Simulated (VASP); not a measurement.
BeS:

```
Be S
1.0
     0.00000    2.43431    2.43431
     2.43431    0.00000    2.43431
     2.43431    2.43431    0.00000
Be S
1 1
Cartesian
  0.0000 0.0000 0.0000
  1.2172 1.2172 1.2172
```

Program: VASP 6.6.1. Alike in all runs: task single point; no spin polarisation; cell as given; cutoff (eV) 520; smearing gaussian 0.01 eV.

Order these runs on this cell by their band gap on the k mesh, lowest first.
A. level r2SCAN; potentials or basis VASP PAW PBE potentials, release 64 (Be, S); k mesh 10 × 10 × 10
B. level PBE; potentials or basis VASP PAW PBE potentials, release 64 (Be, S); k mesh 6 × 6 × 6
C. level LDA; potentials or basis VASP PAW LDA potentials, release 64 (Be, S); k mesh 10 × 10 × 10

C (2.93 eV), B (3.14 eV), A (3.60 eV).

A k mesh can miss the band edges.
